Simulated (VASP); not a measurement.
# Ge (Pm-3m) in VASP: further runs

Runs on Ge. Level: r2SCAN. Tasks: single point.

Everything below comes from runs of VASP 6.6.1. Logs are shortened: lines on timing, memory, paths and dates and some standing lists are left out, and cuts for length are marked.

### Step 1. The cell of the first run

The structure is cubic, space group Pm-3m (No. 221). The conventional cell has a = 2.682 Å, b = 2.682 Å, c = 2.682 Å, α = 90.00°, β = 90.00°, γ = 90.00°. Within 3.5 Å of Ge (site symmetry m-3m) lie 6 Ge at 2.68 Å.

This isn't the form of Ge at room conditions, which is diamond.

### Step 2. Single point, r2SCAN (19.28 Å³/atom)

File POSCAR:

```
Ge
1.0
    2.6815700114      0.0000000000      0.0000000000
    0.0000000000      2.6815700114      0.0000000000
    0.0000000000      0.0000000000      2.6815700114
Ge
1
Direct
    0.0000000000      0.0000000000      0.0000000000
```

File INCAR.step1:

```
SYSTEM = Ge
PREC = Accurate
ENCUT = 520
ISMEAR = -1
SIGMA = 0.1
LREAL = .False.
LASPH = .True.
NELM = 80
NBANDS = 13
GGA = PE
ALGO = Normal
EDIFF = 1E-4
LWAVE = .True.
LCHARG = .False.
```

File INCAR.step2:

```
SYSTEM = Ge
PREC = Accurate
ENCUT = 520
EDIFF = 1E-6
ISMEAR = -1
SIGMA = 0.1
LREAL = .False.
LASPH = .True.
NELM = 80
ALGO = Normal
ISIF = 2
LWAVE = .False.
LCHARG = .False.
METAGGA = R2SCAN
LMIXTAU = .True.
NBANDS = 13
ISTART = 1
```

File KPOINTS:

```
Automatic mesh
0
Gamma
  13 13 13
  0 0 0
```

Potentials or basis: VASP PAW PBE potentials, release 64 (Ge_d).

Started as:

```bash
> cat potpaw_PBE.64/Ge_d/POTCAR > POTCAR
> cp INCAR.step1 INCAR
> mpirun -np 1 vasp_std > vasp.out
> cp INCAR.step2 INCAR
> mpirun -np 1 vasp_std > vasp.out
```

OUTCAR:

```text
SYSTEM = Ge
   PREC = Accurate
   ENCUT = 520
   EDIFF = 1E-6
   ISMEAR = -1
   LREAL = .False.
   LASPH = .True.
   NELM = 80
   ISIF = 2
   METAGGA = R2SCAN
   ISTART = 1

 ion  position               nearest neighbor table
   1  0.000  0.000  0.000-

  LATTYP: Found a simple cubic cell.
 ALAT       =     2.6815700114

  Lattice vectors:

 A1 = (   2.6815700114,   0.0000000000,   0.0000000000)
 A2 = (   0.0000000000,   2.6815700114,   0.0000000000)
 A3 = (   0.0000000000,   0.0000000000,   2.6815700114)

Analysis of symmetry for initial positions (statically):
=====================================================================
 Subroutine PRICEL returns:
 Original cell was already a primitive cell.

 Routine SETGRP: Setting up the symmetry group for a
 simple cubic supercell.

 Subroutine GETGRP returns: Found 48 space group operations
 (whereof 48 operations were pure point group operations)
 out of a pool of 48 trial point group operations.

The static configuration has the point symmetry O_h .

Analysis of symmetry for dynamics (positions and initial velocities):
=====================================================================
 Subroutine PRICEL returns:
 Original cell was already a primitive cell.

 Routine SETGRP: Setting up the symmetry group for a
 simple cubic supercell.

 Subroutine GETGRP returns: Found 48 space group operations
 (whereof 48 operations were pure point group operations)
 out of a pool of 48 trial point group operations.

The dynamic configuration has the point symmetry O_h .

 Subroutine INISYM returns: Found 48 space group operations
 (whereof 48 operations are pure point group operations),
 and found     1 'primitive' translations

----------------------------------------------------------------------------------------

                                     Primitive cell

  volume of cell :      19.2827

  direct lattice vectors                    reciprocal lattice vectors
     2.681570011  0.000000000  0.000000000     0.372915865  0.000000000  0.000000000
     0.000000000  2.681570011  0.000000000     0.000000000  0.372915865  0.000000000
     0.000000000  0.000000000  2.681570011     0.000000000  0.000000000  0.372915865

  length of vectors
     2.681570011  2.681570011  2.681570011     0.372915865  0.372915865  0.372915865

  position of ions in fractional coordinates (direct lattice)
     0.000000000  0.000000000  0.000000000

  ion indices of the primitive-cell ions
   primitive index   ion index
                 1           1

----------------------------------------------------------------------------------------

 KPOINTS: Automatic mesh

Automatic generation of k-mesh.
 Grid dimensions read from file:
 generate k-points for:   13   13   13

 Generating k-lattice:

  Cartesian coordinates                     Fractional coordinates (reciprocal lattice)
     0.028685836  0.000000000  0.000000000     0.076923077  0.000000000  0.000000000
     0.000000000  0.028685836  0.000000000     0.000000000  0.076923077  0.000000000
     0.000000000  0.000000000  0.028685836     0.000000000  0.000000000  0.076923077

  Length of vectors
     0.028685836  0.028685836  0.028685836

  Shift w.r.t. Gamma in fractional coordinates (k-lattice)
     0.000000000  0.000000000  0.000000000

 Subroutine IBZKPT returns following result:
 ===========================================

 Found     84 irreducible k-points:

 Following reciprocal coordinates:
            Coordinates               Weight
  0.000000  0.000000  0.000000      1.000000
  0.076923  0.000000  0.000000      6.000000
  0.153846  0.000000  0.000000      6.000000
  0.230769  0.000000  0.000000      6.000000
  0.307692  0.000000  0.000000      6.000000
  0.384615  0.000000  0.000000      6.000000
[... 16 lines left out ...]
  0.307692  0.307692  0.000000     12.000000
  0.384615  0.307692  0.000000     24.000000
 [... further k-points ...]
   k-points           NKPTS =     84   k-points in BZ     NKDIM =     84   number of bands    NBANDS=     13
   number of dos      NEDOS =    301   number of ions     NIONS =      1
   total plane-waves  NPLWV =   8000
   dimension x,y,z NGX =    20 NGY =   20 NGZ =   20
   dimension x,y,z NGXF=    40 NGYF=   40 NGZF=   40
   ions per type =               1
   NGX,Y,Z   is equivalent  to a cutoff of  12.40, 12.40, 12.40 a.u.
   NGXF,Y,Z  is equivalent  to a cutoff of  24.80, 24.80, 24.80 a.u.
 SYSTEM =  Ge
   PREC   = accura    normal or accurate (medium, high low for compatibility)
   ISTART =      1    job   : 0-new  1-cont  2-samecut
   ICHARG =      0    charge: 1-file 2-atom 10-const
   ISPIN  =      1    spin polarized calculation?
   LNONCOLLINEAR =      F non collinear calculations
   LSORBIT =      F    spin-orbit coupling
   LASPH  =      T    aspherical Exc in radial PAW
   ENCUT  =  520.0 eV  38.22 Ry    6.18 a.u.   4.99  4.99  4.99*2*pi/ulx,y,z
   NELM   =     80;   NELMIN=  2; NELMDL=  0     # of ELM steps
   EDIFF  = 0.1E-05   stopping-criterion for ELM
   LREAL  =      F    real-space projection
   EDIFFG = 0.1E-04   stopping-criterion for IOM
   NSW    =      0    number of steps for IOM
   IBRION =     -1    ionic relax: 0-MD 1-quasi-New 2-CG
   NFREE  =      0    steps in history (QN), initial steepest desc. (CG)
   ISIF   =      2    stress and relaxation
   ISYM   =      2    0-nonsym 1-usesym 2-fastsym
   POTIM  = 0.5000    time-step for ionic-motion
   TEBEG  =    0.0;   TEEND  =   0.0 temperature during run
   PSTRESS=    0.0 pullay stress
   NELECT =      14.0000    total number of electrons
   NUPDOWN=      -1.0000    fix difference up-down
   EMIN   =  10.00;   EMAX   =-10.00  energy-range for DOS
   EFERMI =   0.00;   METHOD = LEGACY
   ISMEAR =    -1;   SIGMA  =   0.10  broadening in eV -4-tet -1-fermi 0-gaus
   EFERMI_NEDOS =   21; number of points for ismear=-14 and -15
   IALGO  =     38    algorithm
   IMIX   =      4    mixing-type and parameters
     AMIX     =   0.40;   BMIX     =  1.00
     AMIX_MAG =   1.60;   BMIX_MAG =  1.00
  volume/ion in A,a.u.               =      19.28       130.13
  Fermi-wavevector in a.u.,A,eV,Ry     =   1.471392  2.780528 29.456534  2.164994
  Thomas-Fermi vector in A             =   2.586533
   LORBIT       =      0    0 simple, 1 ext, 2 COOP (PROOUT), +10 PAW based schemes
   METAGGA = R2SCAN    functional components
   LHFCALC =     F    Hartree Fock is set to
   AEXX    =    0.0000 exact exchange contribution
   IVDW    =     0    specifies the selected vdW correction
   LEPSILON=     F    determine dielectric tensor
   LRPA    =     F    only Hartree local field effects (RPA)
 non-spin polarized calculation
  energy-cutoff  :      520.00
  volume of cell :       19.28
 maximum number of plane-waves:       531
 NGX is ok and might be reduce to    20
   NGX =  9   NGY =  9   NGZ =  9

 number of electron      13.9999967 magnetization

 Free energy of the ion-electron system (eV)
  ---------------------------------------------------
  ext. energy  EPLUGINS =         0.00000000
  ---------------------------------------------------
  free energy    TOTEN  =       -13.53418231 eV

  energy without entropy =      -13.52169923  energy(sigma->0) =      -13.52794077

 E-fermi :   6.1903     XC(G=0): -12.0929

 val. band max:        6.1484745609   @ k =   0.4615   0.3846   0.2308
 cond. band min:       6.2119938511   @ k =   0.2308   0.0000   0.0000
 fundamental gap:      0.0635192903
 Fermi energy:         6.1902819210

 k-point     1 :       0.0000    0.0000    0.0000
  band No.  band energies     occupation
      1     -19.2943      2.00000
      2     -19.2943      2.00000
      3     -19.0075      2.00000
      4     -19.0075      2.00000
      5     -19.0075      2.00000
      6      -7.4821      2.00000
      7      13.2398      0.00000
      8      13.2398      0.00000
      9      13.2398      0.00000
     10      16.7280      0.00000
     11      16.7280      0.00000
     12      20.1488      0.00000
     13      36.3996      0.00000

 k-point     2 :       0.0769    0.0000    0.0000
  band No.  band energies     occupation
      1     -19.2934      2.00000
      2     -19.2817      2.00000
      3     -19.0118      2.00000
      4     -19.0118      2.00000
      5     -19.0071      2.00000
      6      -7.3572      2.00000
      7      11.5039      0.00000
      8      13.3614      0.00000
      9      13.3614      0.00000
     10      16.8373      0.00000
     11      18.0725      0.00000
     12      20.8576      0.00000
     13      33.9177      0.00000

 k-point     3 :       0.1538    0.0000    0.0000
  band No.  band energies     occupation
      1     -19.2908      2.00000
      2     -19.2470      2.00000
      3     -19.0237      2.00000
      4     -19.0237      2.00000
      5     -19.0061      2.00000
      6      -6.9834      2.00000
      7       8.8224      0.00000
      8      13.7191      0.00000
      9      13.7191      0.00000
     10      17.1632      0.00000
     11      19.1804      0.00000
     12      23.3580      0.00000
     13      31.1182      0.00000
[... 305 lines left out ...]
 k-point    23 :       0.3077    0.3077    0.0000
  band No.  band energies     occupation
      1     -19.2106      2.00000
      2     -19.1249      2.00000
      3     -19.0534      2.00000
      4     -19.0519      2.00000
      5     -19.0518      2.00000
      6      -3.5662      2.00000
      7       5.0858      1.99997
      8       6.3001      0.50033
      9      15.7351      0.00000
     10      16.7974      0.00000
     11      21.6946      0.00000
     12      27.8715      0.00000
     13      28.5623      0.00000

 k-point    24 :       0.3846    0.3077    0.0000
  band No.  band energies     occupation
      1     -19.2009      2.00000
      2     -19.1441      2.00000
      3     -19.0669      2.00000
      4     -19.0510      2.00000
      5     -19.0131      2.00000
      6      -2.5517      2.00000
      7       3.5169      2.00000
      8       6.6576      0.01851
      9      13.9384      0.00000
     10      17.5623      0.00000
     11      22.6861      0.00000
     12      26.3923      0.00000
     13      27.1474      0.00000

 [... further k-points ...]

------------------------ aborting loop because EDIFF is reached ----------------------------------------

  FORCE on cell =-STRESS in cart. coord.  units (eV):
  Direction    XX          YY          ZZ          XY          YZ          ZX
  --------------------------------------------------------------------------------------
  -------------------------------------------------------------------------------------
  Total       -0.0059180     -0.0059180     -0.0059180      0.0000000     -0.0000000      0.0000000
  in kB       -0.4917206     -0.4917206     -0.4917206      0.0000000     -0.0000000      0.0000000
  external PRESSURE =      -0.4917206 kB  Pullay stress =       0.0000000 kB

 VOLUME and BASIS-vectors are now :
 -----------------------------------------------------------------------------
  energy-cutoff  :      520.00
  volume of cell :       19.28
      direct lattice vectors                 reciprocal lattice vectors
     2.681570011  0.000000000  0.000000000     0.372915865  0.000000000  0.000000000
     0.000000000  2.681570011  0.000000000     0.000000000  0.372915865  0.000000000
     0.000000000  0.000000000  2.681570011     0.000000000  0.000000000  0.372915865

 POSITION                                       TOTAL-FORCE (eV/Angst)
 -----------------------------------------------------------------------------------
      0.00000      0.00000      0.00000         0.000000      0.000000      0.000000
 -----------------------------------------------------------------------------------
    total drift:                                0.000000      0.000000      0.000000

  FREE ENERGIE OF THE ION-ELECTRON SYSTEM (eV)
  ---------------------------------------------------
  free  energy   TOTEN  =       -13.5341823090 eV

  energy  without entropy=      -13.5216992288  energy(sigma->0) =      -13.52794077
```

Run time: 68 s. Hardware: 1 thread of Intel Xeon 8259CL, shared host; peak memory 0.14 GiB.

Results:

* Free energy: -13.5342 eV
* Pressure: 0.0 GPa
* Band gap on the k mesh: zero (bands 7 and 8 overlap by 9.57 eV)

Caveat: the PAW data sets were made with another functional, which shifts forces and pressure a little.

[end of part 1 of 2]
